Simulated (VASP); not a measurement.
A run of VASP 6.6.1:

File INCAR:

```
  PREC = Accurate
  ENCUT = 520
  EDIFF = 1E-8
  ISMEAR = -1
  SIGMA = 0.05
  LREAL = False
  LASPH = True
  NELM = 80
  ALGO = Normal
  ISIF = 2
  LWAVE = False
  LCHARG = True
  IBRION = 8
  NSW = 1
```

KPOINTS

```
regular mesh
0
Gamma
  5 5 5
```

File POSCAR:

```
BiTe
1.0
    2.4227077728      1.3987509848      3.3172919545
   -2.4227077728      1.3987509848      3.3172919545
    0.0000000000     -2.7975019696      3.3172919545
Bi Te
1 1
Direct
    0.5000000000      0.5000000000      0.5000000000
    0.0000000000      0.0000000000      0.0000000000
```

Potentials or basis: VASP PAW LDA potentials, release 64 (Bi_d, Te).

Command:

```bash
$ cat potpaw_LDA.64/Bi_d/POTCAR potpaw_LDA.64/Te/POTCAR > POTCAR
$ mpirun -np 1 vasp_std > vasp.out
```

Hardware: 1 thread of Intel(R) Xeon(R) 6975P-C (Granite Rapids), on a shared host.

Task: How long does it take, and how much memory?

Result: Run time: 70 s on 1 thread of Intel(R) Xeon(R) 6975P-C (Granite Rapids), on a shared host, peak memory 0.26 GiB. Counts: scf iterations 72, k points 19.
